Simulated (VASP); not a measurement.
# RbBr (Pm-3m) in VASP: further runs

Aim: see how the results for RbBr move with the level of theory and the settings. Levels: PBE, PBEsol. Tasks: single point.

Program: VASP 6.6.1. These are calculated values, not measurements. Logs are shortened: lines on timing, memory, paths and dates and some standing lists are left out, and cuts for length are marked.

## 1. The cell of the first run

Symmetry: Pm-3m, No. 221, cubic system. Conventional cell: a = 4.124 Å, b = 4.124 Å, c = 4.124 Å, α = 90.00°, β = 90.00°, γ = 90.00°. Within 4.7 Å of Rb (site symmetry m-3m) lie 8 Br at 3.57 Å and 6 Rb at 4.12 Å. Within 4.7 Å of Br (site symmetry m-3m) lie 8 Rb at 3.57 Å and 6 Br at 4.12 Å.

## 2. Single point, PBE

Input file INCAR:

```
SYSTEM = RbBr
ALGO = Normal
EDIFF = 1E-6
ENCUT = 500
GGA = PE
GGA_COMPAT = .False.
ISIF = 2
ISMEAR = 1
LASPH = .True.
LCHARG = .False.
LREAL = .False.
LWAVE = .False.
NBANDS = 15
NELM = 120
PREC = Accurate
SIGMA = 0.001
```

Input file KPOINTS:

```
k-points
0
Gamma
  4 4 4
  0 0 0
```

Input file POSCAR:

```
RbBr
1.0
    4.1242532581      0.0000000000      0.0000000000
    0.0000000000      4.1242532581      0.0000000000
    0.0000000000      0.0000000000      4.1242532581
Rb Br
1 1
Direct
    0.0000000000      0.0000000000      0.0000000000
    0.5000000000      0.5000000000      0.5000000000
```

Potentials or basis: VASP PAW PBE potentials, release 64 (Rb_sv, Br).

The run is started by

```console
> cat potpaw_PBE.64/Rb_sv/POTCAR potpaw_PBE.64/Br/POTCAR > POTCAR
> mpirun -np 1 vasp_std > vasp.out
```

OUTCAR:

```text
SYSTEM = RbBr
   EDIFF = 1E-6
   ENCUT = 500
   GGA = PE
   ISIF = 2
   ISMEAR = 1
   LASPH = .True.
   LREAL = .False.
   NELM = 120
   PREC = Accurate

 ion  position               nearest neighbor table
   1  0.000  0.000  0.000-   2 3.57   2 3.57   2 3.57   2 3.57   2 3.57   2 3.57   2 3.57   2 3.57

   2  0.500  0.500  0.500-   1 3.57   1 3.57   1 3.57   1 3.57   1 3.57   1 3.57   1 3.57   1 3.57

  LATTYP: Found a simple cubic cell.
 ALAT       =     4.1242532581

  Lattice vectors:

 A1 = (   4.1242532581,   0.0000000000,   0.0000000000)
 A2 = (   0.0000000000,   4.1242532581,   0.0000000000)
 A3 = (   0.0000000000,   0.0000000000,   4.1242532581)

Analysis of symmetry for initial positions (statically):
=====================================================================
 Subroutine PRICEL returns:
 Original cell was already a primitive cell.

 Routine SETGRP: Setting up the symmetry group for a
 simple cubic supercell.

 Subroutine GETGRP returns: Found 48 space group operations
 (whereof 48 operations were pure point group operations)
 out of a pool of 48 trial point group operations.

The static configuration has the point symmetry O_h .

Analysis of symmetry for dynamics (positions and initial velocities):
=====================================================================
 Subroutine PRICEL returns:
 Original cell was already a primitive cell.

 Routine SETGRP: Setting up the symmetry group for a
 simple cubic supercell.

 Subroutine GETGRP returns: Found 48 space group operations
 (whereof 48 operations were pure point group operations)
 out of a pool of 48 trial point group operations.

The dynamic configuration has the point symmetry O_h .

 Subroutine INISYM returns: Found 48 space group operations
 (whereof 48 operations are pure point group operations),
 and found     1 'primitive' translations

----------------------------------------------------------------------------------------

                                     Primitive cell

  volume of cell :      70.1513

  direct lattice vectors                    reciprocal lattice vectors
     4.124253258  0.000000000  0.000000000     0.242468136  0.000000000  0.000000000
     0.000000000  4.124253258  0.000000000     0.000000000  0.242468136  0.000000000
     0.000000000  0.000000000  4.124253258     0.000000000  0.000000000  0.242468136

  length of vectors
     4.124253258  4.124253258  4.124253258     0.242468136  0.242468136  0.242468136

  position of ions in fractional coordinates (direct lattice)
     0.000000000  0.000000000  0.000000000
     0.500000000  0.500000000  0.500000000

  ion indices of the primitive-cell ions
   primitive index   ion index
                 1           1
                 2           2

----------------------------------------------------------------------------------------

 KPOINTS: k-points

Automatic generation of k-mesh.
 Grid dimensions read from file:
 generate k-points for:    4    4    4

 Generating k-lattice:

  Cartesian coordinates                     Fractional coordinates (reciprocal lattice)
     0.060617034  0.000000000  0.000000000     0.250000000  0.000000000  0.000000000
     0.000000000  0.060617034  0.000000000     0.000000000  0.250000000  0.000000000
     0.000000000  0.000000000  0.060617034     0.000000000  0.000000000  0.250000000

  Length of vectors
     0.060617034  0.060617034  0.060617034

  Shift w.r.t. Gamma in fractional coordinates (k-lattice)
     0.000000000  0.000000000  0.000000000

 Subroutine IBZKPT returns following result:
 ===========================================

 Found     10 irreducible k-points:

 Following reciprocal coordinates:
            Coordinates               Weight
  0.000000  0.000000  0.000000      1.000000
  0.250000  0.000000  0.000000      6.000000
  0.500000  0.000000  0.000000      3.000000
  0.250000  0.250000  0.000000     12.000000
  0.500000  0.250000  0.000000     12.000000
  0.500000  0.500000  0.000000      3.000000
  0.250000  0.250000  0.250000      8.000000
  0.500000  0.250000  0.250000     12.000000
  0.500000  0.500000  0.250000      6.000000
  0.500000  0.500000  0.500000      1.000000
   k-points           NKPTS =     10   k-points in BZ     NKDIM =     10   number of bands    NBANDS=     15
   number of dos      NEDOS =    301   number of ions     NIONS =      2
   total plane-waves  NPLWV =  27000
   dimension x,y,z NGX =    30 NGY =   30 NGZ =   30
   dimension x,y,z NGXF=    60 NGYF=   60 NGZF=   60
   ions per type =               1   1
   NGX,Y,Z   is equivalent  to a cutoff of  12.09, 12.09, 12.09 a.u.
   NGXF,Y,Z  is equivalent  to a cutoff of  24.19, 24.19, 24.19 a.u.
 SYSTEM =  RbBr
   PREC   = accura    normal or accurate (medium, high low for compatibility)
   ISTART =      0    job   : 0-new  1-cont  2-samecut
   ICHARG =      2    charge: 1-file 2-atom 10-const
   ISPIN  =      1    spin polarized calculation?
   LNONCOLLINEAR =      F non collinear calculations
   LSORBIT =      F    spin-orbit coupling
   LASPH  =      T    aspherical Exc in radial PAW
   ENCUT  =  500.0 eV  36.75 Ry    6.06 a.u.   7.52  7.52  7.52*2*pi/ulx,y,z
   NELM   =    120;   NELMIN=  2; NELMDL= -5     # of ELM steps
   EDIFF  = 0.1E-05   stopping-criterion for ELM
   LREAL  =      F    real-space projection
   EDIFFG = 0.1E-04   stopping-criterion for IOM
   NSW    =      0    number of steps for IOM
   IBRION =     -1    ionic relax: 0-MD 1-quasi-New 2-CG
   NFREE  =      0    steps in history (QN), initial steepest desc. (CG)
   ISIF   =      2    stress and relaxation
   ISYM   =      2    0-nonsym 1-usesym 2-fastsym
   POTIM  = 0.5000    time-step for ionic-motion
   TEBEG  =    0.0;   TEEND  =   0.0 temperature during run
   PSTRESS=    0.0 pullay stress
   NELECT =      16.0000    total number of electrons
   NUPDOWN=      -1.0000    fix difference up-down
   EMIN   =  10.00;   EMAX   =-10.00  energy-range for DOS
   EFERMI =   0.00;   METHOD = LEGACY
   ISMEAR =     1;   SIGMA  =   0.00  broadening in eV -4-tet -1-fermi 0-gaus
   EFERMI_NEDOS =   21; number of points for ismear=-14 and -15
   IALGO  =     38    algorithm
   IMIX   =      4    mixing-type and parameters
     AMIX     =   0.40;   BMIX     =  1.00
     AMIX_MAG =   1.60;   BMIX_MAG =  1.00
  volume/ion in A,a.u.               =      35.08       236.70
  Fermi-wavevector in a.u.,A,eV,Ry     =   1.000237  1.890173 13.612271  1.000474
  Thomas-Fermi vector in A             =   2.132580
   LORBIT       =      0    0 simple, 1 ext, 2 COOP (PROOUT), +10 PAW based schemes
   GGA     = PE    functional components
   LHFCALC =     F    Hartree Fock is set to
   AEXX    =    0.0000 exact exchange contribution
   IVDW    =     0    specifies the selected vdW correction
   LEPSILON=     F    determine dielectric tensor
   LRPA    =     F    only Hartree local field effects (RPA)
 non-spin polarized calculation
 Methfessel and Paxton  Order N= 1 SIGMA  =   0.00
  energy-cutoff  :      500.00
  volume of cell :       70.15
 maximum number of plane-waves:      1800
   NGX = 15   NGY = 15   NGZ = 15

 number of electron      16.0000005 magnetization

 Free energy of the ion-electron system (eV)
  ---------------------------------------------------
  ext. energy  EPLUGINS =         0.00000000
  ---------------------------------------------------
  free energy    TOTEN  =        -5.99264478 eV

  energy without entropy =       -5.99264478  energy(sigma->0) =       -5.99264478

 E-fermi :  -0.6057     XC(G=0):  -7.9338

 val. band max:       -0.6555646147   @ k =   0.5000   0.5000   0.0000
 cond. band min:       3.4278382134   @ k =   0.0000   0.0000   0.0000
 fundamental gap:      4.0834028281
 Fermi energy:        -0.6057182826

 k-point     1 :       0.0000    0.0000    0.0000
  band No.  band energies     occupation
      1     -25.7611      2.00000
      2     -13.2751      2.00000
      3      -9.7442      2.00000
      4      -9.7442      2.00000
      5      -9.7442      2.00000
      6      -0.8093      2.00000
      7      -0.8093      2.00000
      8      -0.8093      2.00000
      9       3.4278      0.00000
     10       4.9202      0.00000
     11       4.9202      0.00000
     12       9.2743      0.00000
     13       9.2743      0.00000
     14       9.2743      0.00000
     15      11.9980      0.00000

 k-point     2 :       0.2500    0.0000    0.0000
  band No.  band energies     occupation
      1     -25.7509      2.00000
      2     -13.2722      2.00000
      3      -9.8148      2.00000
      4      -9.7205      2.00000
      5      -9.7205      2.00000
      6      -1.7152      2.00000
      7      -0.8457      2.00000
      8      -0.8457      2.00000
      9       4.7144      0.00000
     10       5.3816      0.00000
     11       6.1277      0.00000
     12       9.0758      0.00000
     13       9.0758      0.00000
     14       9.6030      0.00000
     15       9.8187      0.00000

 k-point     3 :       0.5000    0.0000    0.0000
  band No.  band energies     occupation
      1     -25.7405      2.00000
      2     -13.2721      2.00000
      3      -9.8736      2.00000
      4      -9.6965      2.00000
      5      -9.6965      2.00000
      6      -2.3792      2.00000
      7      -0.8846      2.00000
      8      -0.8846      2.00000
      9       6.2265      0.00000
     10       6.4471      0.00000
     11       6.9900      0.00000
     12       8.0548      0.00000
     13       9.1947      0.00000
     14       9.1947      0.00000
     15      10.0627      0.00000
[... 91 lines left out ...]
 k-point     9 :       0.5000    0.5000    0.2500
  band No.  band energies     occupation
      1     -25.7126      2.00000
      2     -13.0321      2.00000
      3     -10.0120      2.00000
      4     -10.0120      2.00000
      5      -9.8199      2.00000
      6      -1.8514      2.00000
      7      -1.8514      2.00000
      8      -1.4085      2.00000
      9       5.7911      0.00000
     10       7.1071      0.00000
     11       7.3269      0.00000
     12       7.3269      0.00000
     13       9.5189      0.00000
     14       9.5189      0.00000
     15      11.2486      0.00000

 k-point    10 :       0.5000    0.5000    0.5000
  band No.  band energies     occupation
      1     -25.7036      2.00000
      2     -12.9781      2.00000
      3      -9.9692      2.00000
      4      -9.9692      2.00000
      5      -9.9692      2.00000
      6      -1.9950      2.00000
      7      -1.9950      2.00000
      8      -1.9950      2.00000
      9       7.5792      0.00000
     10       7.5792      0.00000
     11       7.5792      0.00000
     12       8.7084      0.00000
     13       8.7084      0.00000
     14       8.7084      0.00000
     15      11.4812      0.00000

------------------------ aborting loop because EDIFF is reached ----------------------------------------

  FORCE on cell =-STRESS in cart. coord.  units (eV):
  Direction    XX          YY          ZZ          XY          YZ          ZX
  --------------------------------------------------------------------------------------
  -------------------------------------------------------------------------------------
  Total        0.3833684      0.3833684      0.3833684      0.0000000      0.0000000     -0.0000000
  in kB        8.7557020      8.7557020      8.7557020      0.0000000      0.0000000     -0.0000000
  external PRESSURE =       8.7557020 kB  Pullay stress =       0.0000000 kB

 VOLUME and BASIS-vectors are now :
 -----------------------------------------------------------------------------
  energy-cutoff  :      500.00
  volume of cell :       70.15
      direct lattice vectors                 reciprocal lattice vectors
     4.124253258  0.000000000  0.000000000     0.242468136  0.000000000  0.000000000
     0.000000000  4.124253258  0.000000000     0.000000000  0.242468136  0.000000000
     0.000000000  0.000000000  4.124253258     0.000000000  0.000000000  0.242468136

 POSITION                                       TOTAL-FORCE (eV/Angst)
 -----------------------------------------------------------------------------------
      0.00000      0.00000      0.00000         0.000000      0.000000      0.000000
      2.06213      2.06213      2.06213         0.000000      0.000000      0.000000
 -----------------------------------------------------------------------------------
    total drift:                                0.000000      0.000000     -0.000000

  FREE ENERGIE OF THE ION-ELECTRON SYSTEM (eV)
  ---------------------------------------------------
  free  energy   TOTEN  =        -5.9926447796 eV

  energy  without entropy=       -5.9926447796  energy(sigma->0) =       -5.99264478
```

Run time: 15 s. Hardware: 1 thread of Intel Xeon 8259CL, shared host; peak memory 0.16 GiB.

Results:

```yaml
Free_energy: -5.9926 eV
Pressure: 0.9 GPa
Band_gap_on_the_k_mesh: 4.08 eV, indirect (least direct gap 4.24 eV)
```

## 3. Single point, PBEsol

Input file INCAR:

```
PREC = Accurate
ENCUT = 500
EDIFF = 1E-6
ISMEAR = 0
SIGMA = 0.01
LREAL = F
LASPH = T
NELM = 120
ALGO = Normal
ISIF = 2
LWAVE = F
LCHARG = F
GGA = PS
NBANDS = 15
GGA_COMPAT = F
```

Input file KPOINTS:

```
regular mesh
0
Gamma
  4 4 4
```

POSCAR is that of step 2.

Potentials or basis: VASP PAW PBE potentials, release 64 (Rb_sv, Br).

The run is started by

```console
> cat potpaw_PBE.64/Rb_sv/POTCAR potpaw_PBE.64/Br/POTCAR > POTCAR
> mpirun -np 1 vasp_std > vasp.out
```

Run time: 17 s. Hardware: 1 thread of Intel Xeon 8259CL, shared host; peak memory 0.16 GiB.

The run converged. Its results:

- Free energy: -6.2940 eV
- Pressure: -0.5 GPa
- Band gap on the k mesh: 3.91 eV, indirect (least direct gap 4.06 eV)

Levels at points of the mesh, in eV from the valence-band top:
| k point | band 5 | band 6 | band 7 | band 8 | band 9 | band 10 | band 11 | band 12 |
| --- | --- | --- | --- | --- | --- | --- | --- | --- |
| (0.00, 0.00, 0.00) | -9.02 | -0.16 | -0.16 | -0.16 | 3.91 | 5.46 | 5.46 | 9.90 |
| (0.50, 0.00, 0.00) | -8.97 | -1.77 | -0.23 | -0.23 | 6.79 | 6.93 | 7.54 | 8.57 |
| (0.50, 0.50, 0.00) | -8.94 | -1.07 | -1.07 | 0.00 | 5.18 | 6.09 | 7.89 | 7.89 |
| (0.50, 0.50, 0.50) | -9.25 | -1.37 | -1.37 | -1.37 | 8.09 | 8.09 | 8.09 | 9.30 |

Caveat: the PAW data sets were made with another functional, which shifts forces and pressure a little.

## 4. Single point, PBE

Input file INCAR:

```
PREC     = Accurate       # precision mode
ENCUT    = 500            # plane-wave cutoff, eV
EDIFF    = 1E-6           # SCF threshold, eV
ISMEAR   = 1              # smearing method
SIGMA    = 0.001          # smearing width, eV
LREAL    = F              # projectors in reciprocal space
LASPH    = T              # aspherical terms in the spheres
NELM     = 120            # most SCF steps
ALGO     = Normal         # electronic algorithm
ISIF     = 2              # what is computed and relaxed
LWAVE    = F              # write WAVECAR
LCHARG   = F              # write CHGCAR
GGA      = PE             # functional
NBANDS   = 15             # bands
GGA_COMPAT= F
```

KPOINTS is that of step 3.

POSCAR is that of step 3.

The run is started by

```console
> cat potpaw_PBE.64/Rb_sv/POTCAR potpaw_PBE.64/Br/POTCAR > POTCAR
> mpirun -np 1 vasp_std > vasp.out
```

Wall time 18 s (1 thread of Intel Xeon 8259CL, shared host); peak memory 0.16 GiB.

The run converged. Its results:

| Quantity | Value |
| --- | --- |
| Free energy | -5.9926 eV |
| Pressure | 0.9 GPa |
| Band gap on the k mesh | 4.08 eV, indirect (least direct gap 4.24 eV) |

Levels at points of the mesh, in eV from the valence-band top:
```
           k point  band 4  band 5  band 6  band 7  band 8  band 9  band 10  band 11  band 12  band 13
(0.00, 0.00, 0.00)   -9.09   -9.09   -0.15   -0.15   -0.15    4.08     5.58     5.58     9.93     9.93
(0.50, 0.00, 0.00)   -9.04   -9.04   -1.72   -0.23   -0.23    6.88     7.10     7.65     8.71     9.85
(0.50, 0.50, 0.00)   -9.40   -9.01   -1.05   -1.05    0.00    5.31     6.22     7.96     7.96    10.82
(0.50, 0.50, 0.50)   -9.31   -9.31   -1.34   -1.34   -1.34    8.23     8.23     8.23     9.36     9.36
```

A k mesh can miss the band edges.
